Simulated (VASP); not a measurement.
# Mg2C3 (C2/m) in VASP: single point with PBE

Aim: the single point of Mg2C3 with PBE.

Program: VASP 6.6.1. These are calculated values, not measurements. Logs are shortened: lines on timing, memory, paths and dates and some standing lists are left out, and cuts for length are marked.

## Step 1: The cell of the first run

It takes space group C2/m (No. 12, monoclinic). The conventional cell has a = 4.813 Å, b = 4.685 Å, c = 5.024 Å, α = 90.00°, β = 104.35°, γ = 90.00°. Within 3.5 Å of Mg (site symmetry m) lie 11 C at 2.24 to 3.45 Å and 9 Mg at 3.02 to 3.36 Å. Within 1.8 Å of C (site symmetry m) lie 1 C at 1.33 Å. Within 1.8 Å of C (site symmetry 2/m) lie 2 C at 1.33 Å.

## Step 2: Single point, PBE

The input, INCAR:

```
PREC = Accurate
ENCUT = 840
EDIFF = 1E-6
ISMEAR = 0
SIGMA = 0.05
LREAL = F
LASPH = T
NELM = 120
ALGO = Normal
ISIF = 2
LWAVE = F
LCHARG = F
GGA = PE
NBANDS = 24
GGA_COMPAT = F
```

The input, KPOINTS:

```
Automatic mesh
0
Gamma
  4 4 4
```

The input, POSCAR:

```
Mg2C3
1.0
    2.4063201191     -2.3426107354     -0.0056849748
    2.4063201191      2.3426107354     -0.0056849748
   -1.2337819514      0.0000000000      4.8699367886
Mg C
2 3
Direct
    0.8094807413      0.8094807413      0.1980806852
    0.1905192587      0.1905192587      0.8019193148
    0.3021865357      0.3021865357      0.2622175095
    0.6978134643      0.6978134643      0.7377824905
    0.5000000000      0.5000000000      0.5000000000
```

Potentials or basis: VASP PAW PBE potentials, release 64 (Mg_sv, C).

The run is started by

```bash
> cat potpaw_PBE.64/Mg_sv/POTCAR potpaw_PBE.64/C/POTCAR > POTCAR
> mpirun -np 1 vasp_std > vasp.out
```

OUTCAR:

```text
PREC = Accurate
   ENCUT = 840
   EDIFF = 1E-6
   ISMEAR = 0
   LREAL = F
   LASPH = T
   NELM = 120
   ISIF = 2
   GGA = PE

 ion  position               nearest neighbor table
   1  0.809  0.809  0.198-
   2  0.191  0.191  0.802-
   3  0.302  0.302  0.262-   5 1.33
   4  0.698  0.698  0.738-   5 1.33
   5  0.500  0.500  0.500-   3 1.33   4 1.33

  LATTYP: Found a base centered monoclinic cell.
 ALAT       =     4.8126536690
 B/A-ratio  =     0.9735214277
 C/A-ratio  =     1.0438718335
 COS(beta)  =    -0.2478771794

  Lattice vectors:

 A1 = (   2.4063201191,  -2.3426107354,  -0.0056849748)
 A2 = (   2.4063201191,   2.3426107354,  -0.0056849748)
 A3 = (  -1.2337819514,   0.0000000000,   4.8699367886)

Analysis of symmetry for initial positions (statically):
=====================================================================
 Subroutine PRICEL returns:
 Original cell was already a primitive cell.

 Routine SETGRP: Setting up the symmetry group for a
 base centered monoclinic supercell.

 Subroutine GETGRP returns: Found  4 space group operations
 (whereof  4 operations were pure point group operations)
 out of a pool of  4 trial point group operations.

The static configuration has the point symmetry C_2h.

Analysis of symmetry for dynamics (positions and initial velocities):
=====================================================================
 Subroutine PRICEL returns:
 Original cell was already a primitive cell.

 Routine SETGRP: Setting up the symmetry group for a
 base centered monoclinic supercell.

 Subroutine GETGRP returns: Found  4 space group operations
 (whereof  4 operations were pure point group operations)
 out of a pool of  4 trial point group operations.

The dynamic configuration has the point symmetry C_2h.

 Subroutine INISYM returns: Found  4 space group operations
 (whereof  4 operations are pure point group operations),
 and found     1 'primitive' translations

----------------------------------------------------------------------------------------

                                     Primitive cell

  volume of cell :      54.8715

  direct lattice vectors                    reciprocal lattice vectors
     2.406320119 -2.342610735 -0.005684975     0.207910595 -0.213437082  0.052673443
     2.406320119  2.342610735 -0.005684975     0.207910595  0.213437082  0.052673443
    -1.233781951  0.000000000  4.869936789     0.000485413  0.000000000  0.205464452

  length of vectors
     3.358308189  3.358308189  5.023793609     0.302583369  0.302583369  0.205465026

  position of ions in fractional coordinates (direct lattice)
     0.809480741  0.809480741  0.198080685
     0.190519259  0.190519259  0.801919315
     0.302186536  0.302186536  0.262217509
     0.697813464  0.697813464  0.737782491
     0.500000000  0.500000000  0.500000000

  ion indices of the primitive-cell ions
   primitive index   ion index
                 1           1
                 2           2
                 3           3
                 4           4
                 5           5

----------------------------------------------------------------------------------------

 KPOINTS: Automatic mesh

Automatic generation of k-mesh.
 Grid dimensions read from file:
 generate k-points for:    4    4    4

 Generating k-lattice:

  Cartesian coordinates                     Fractional coordinates (reciprocal lattice)
     0.051977649 -0.053359271  0.013168361     0.250000000 -0.000000000  0.000000000
     0.051977649  0.053359271  0.013168361    -0.000000000  0.250000000  0.000000000
     0.000121353  0.000000000  0.051366113     0.000000000  0.000000000  0.250000000

  Length of vectors
     0.075645842  0.075645842  0.051366256

  Shift w.r.t. Gamma in fractional coordinates (k-lattice)
     0.000000000  0.000000000  0.000000000

 Subroutine IBZKPT returns following result:
 ===========================================

 Found     24 irreducible k-points:

 Following reciprocal coordinates:
            Coordinates               Weight
  0.000000  0.000000  0.000000      1.000000
  0.250000 -0.000000  0.000000      4.000000
  0.500000 -0.000000  0.000000      2.000000
  0.250000  0.250000  0.000000      2.000000
  0.500000  0.250000 -0.000000      4.000000
 -0.250000  0.250000  0.000000      2.000000
[... 16 lines left out ...]
 -0.250000  0.250000  0.500000      2.000000
  0.500000  0.500000  0.500000      1.000000
   k-points           NKPTS =     24   k-points in BZ     NKDIM =     24   number of bands    NBANDS=     24
   number of dos      NEDOS =    301   number of ions     NIONS =      5
   total plane-waves  NPLWV =  49152
   dimension x,y,z NGX =    32 NGY =   32 NGZ =   48
   dimension x,y,z NGXF=    64 NGYF=   64 NGZF=   96
   ions per type =               2   3
   NGX,Y,Z   is equivalent  to a cutoff of  15.84, 15.84, 15.88 a.u.
   NGXF,Y,Z  is equivalent  to a cutoff of  31.68, 31.68, 31.77 a.u.
 SYSTEM =  unknown system
   PREC   = accura    normal or accurate (medium, high low for compatibility)
   ISTART =      0    job   : 0-new  1-cont  2-samecut
   ICHARG =      2    charge: 1-file 2-atom 10-const
   ISPIN  =      1    spin polarized calculation?
   LNONCOLLINEAR =      F non collinear calculations
   LSORBIT =      F    spin-orbit coupling
   LASPH  =      T    aspherical Exc in radial PAW
   ENCUT  =  840.0 eV  61.74 Ry    7.86 a.u.   7.94  7.94 11.87*2*pi/ulx,y,z
   NELM   =    120;   NELMIN=  2; NELMDL= -5     # of ELM steps
   EDIFF  = 0.1E-05   stopping-criterion for ELM
   LREAL  =      F    real-space projection
   EDIFFG = 0.1E-04   stopping-criterion for IOM
   NSW    =      0    number of steps for IOM
   IBRION =     -1    ionic relax: 0-MD 1-quasi-New 2-CG
   NFREE  =      0    steps in history (QN), initial steepest desc. (CG)
   ISIF   =      2    stress and relaxation
   ISYM   =      2    0-nonsym 1-usesym 2-fastsym
   POTIM  = 0.5000    time-step for ionic-motion
   TEBEG  =    0.0;   TEEND  =   0.0 temperature during run
   PSTRESS=    0.0 pullay stress
   NELECT =      32.0000    total number of electrons
   NUPDOWN=      -1.0000    fix difference up-down
   EMIN   =  10.00;   EMAX   =-10.00  energy-range for DOS
   EFERMI =   0.00;   METHOD = LEGACY
   ISMEAR =     0;   SIGMA  =   0.05  broadening in eV -4-tet -1-fermi 0-gaus
   EFERMI_NEDOS =   21; number of points for ismear=-14 and -15
   IALGO  =     38    algorithm
   IMIX   =      4    mixing-type and parameters
     AMIX     =   0.40;   BMIX     =  1.00
     AMIX_MAG =   1.60;   BMIX_MAG =  1.00
  volume/ion in A,a.u.               =      10.97        74.06
  Fermi-wavevector in a.u.,A,eV,Ry     =   1.367758  2.584688 25.453256  1.870762
  Thomas-Fermi vector in A             =   2.493782
   LORBIT       =      0    0 simple, 1 ext, 2 COOP (PROOUT), +10 PAW based schemes
   GGA     = PE    functional components
   LHFCALC =     F    Hartree Fock is set to
   AEXX    =    0.0000 exact exchange contribution
   IVDW    =     0    specifies the selected vdW correction
   LEPSILON=     F    determine dielectric tensor
   LRPA    =     F    only Hartree local field effects (RPA)
 non-spin polarized calculation
 Gauss-broadening in eV      SIGMA  =   0.05
  energy-cutoff  :      840.00
  volume of cell :       54.87
 maximum number of plane-waves:      3052
   NGX = 15   NGY = 15   NGZ = 23

 number of electron      32.0000010 magnetization

 Free energy of the ion-electron system (eV)
  ---------------------------------------------------
  ext. energy  EPLUGINS =         0.00000000
  ---------------------------------------------------
  free energy    TOTEN  =       -29.65717489 eV

  energy without entropy =      -29.65717489  energy(sigma->0) =      -29.65717489

 E-fermi :   4.8572     XC(G=0): -10.5981

 val. band max:        4.4524293123   @ k =  -0.0000  -0.0000   0.5000
 cond. band min:       6.1070676767   @ k =   0.5000   0.5000   0.0000
 fundamental gap:      1.6546383644
 Fermi energy:         4.8571888092

 k-point     1 :       0.0000    0.0000    0.0000
  band No.  band energies     occupation
      1     -70.7937      2.00000
      2     -70.7894      2.00000
      3     -37.5908      2.00000
      4     -37.5629      2.00000
      5     -37.5507      2.00000
      6     -37.5372      2.00000
[... 16 lines left out ...]
     23      13.5086      0.00000
     24      14.7404      0.00000

 k-point     2 :       0.2500   -0.0000    0.0000
  band No.  band energies     occupation
      1     -70.7930      2.00000
      2     -70.7898      2.00000
      3     -37.5885      2.00000
      4     -37.5667      2.00000
      5     -37.5509      2.00000
      6     -37.5420      2.00000
[... 16 lines left out ...]
     23      13.2090      0.00000
     24      14.9179      0.00000

 k-point     3 :       0.5000   -0.0000    0.0000
  band No.  band energies     occupation
      1     -70.7917      2.00000
      2     -70.7906      2.00000
      3     -37.5862      2.00000
      4     -37.5702      2.00000
      5     -37.5509      2.00000
      6     -37.5476      2.00000
[... 16 lines left out ...]
     23      13.4929      0.00000
     24      14.1756      0.00000
[... 514 lines left out ...]
 k-point    23 :      -0.2500    0.2500    0.5000
  band No.  band energies     occupation
      1     -70.7918      2.00000
      2     -70.7908      2.00000
      3     -37.5805      2.00000
      4     -37.5766      2.00000
      5     -37.5532      2.00000
      6     -37.5430      2.00000
[... 16 lines left out ...]
     23      13.5655      0.00000
     24      14.6938      0.00000

 k-point    24 :       0.5000    0.5000    0.5000
  band No.  band energies     occupation
      1     -70.7912      2.00000
      2     -70.7903      2.00000
      3     -37.5787      2.00000
      4     -37.5773      2.00000
      5     -37.5549      2.00000
      6     -37.5463      2.00000
[... 16 lines left out ...]
     23      13.8029      0.00000
     24      14.6990      0.00000

------------------------ aborting loop because EDIFF is reached ----------------------------------------

  FORCE on cell =-STRESS in cart. coord.  units (eV):
  Direction    XX          YY          ZZ          XY          YZ          ZX
  --------------------------------------------------------------------------------------
  -------------------------------------------------------------------------------------
  Total        0.1799462      0.0786896      0.1250423      0.0000000      0.0000000      0.0232530
  in kB        5.2541970      2.2976360      3.6510743      0.0000000      0.0000000      0.6789563
  external PRESSURE =       3.7343024 kB  Pullay stress =       0.0000000 kB

 VOLUME and BASIS-vectors are now :
 -----------------------------------------------------------------------------
  energy-cutoff  :      840.00
  volume of cell :       54.87
      direct lattice vectors                 reciprocal lattice vectors
     2.406320119 -2.342610735 -0.005684975     0.207910595 -0.213437082  0.052673443
     2.406320119  2.342610735 -0.005684975     0.207910595  0.213437082  0.052673443
    -1.233781951  0.000000000  4.869936789     0.000485413  0.000000000  0.205464452

 POSITION                                       TOTAL-FORCE (eV/Angst)
 -----------------------------------------------------------------------------------
      3.65135      0.00000      0.95544         0.000684      0.000000      0.023746
     -0.07249      0.00000      3.90313        -0.000684      0.000000     -0.023746
      1.13080      0.00000      1.27355        -0.020449      0.000000      0.013349
      2.44806      0.00000      3.58502         0.020449      0.000000     -0.013349
      1.78943      0.00000      2.42928        -0.000000      0.000000      0.000000
 -----------------------------------------------------------------------------------
    total drift:                               -0.000000     -0.000000     -0.000000

  FREE ENERGIE OF THE ION-ELECTRON SYSTEM (eV)
  ---------------------------------------------------
  free  energy   TOTEN  =       -29.6571748934 eV

  energy  without entropy=      -29.6571748934  energy(sigma->0) =      -29.65717489
```

Run time: 44 s. Hardware: 1 thread of Intel Xeon Platinum 8488C (Sapphire Rapids), shared host; peak memory 0.23 GiB.

Results:

```
Free energy            : -29.6572 eV
Pressure               : 0.4 GPa
Largest force          : 0.024 eV/Å
Band gap on the k mesh : 1.65 eV (least direct gap 2.33 eV)
```

Forces on the atoms (eV/Å):
```
Mg   0.001  0.000  0.024
Mg  -0.001  0.000 -0.024
C   -0.020  0.000  0.013
C    0.020  0.000 -0.013
C    0.000  0.000  0.000
```

Caveat: the k points lie up to 0.48 Å⁻¹ apart.
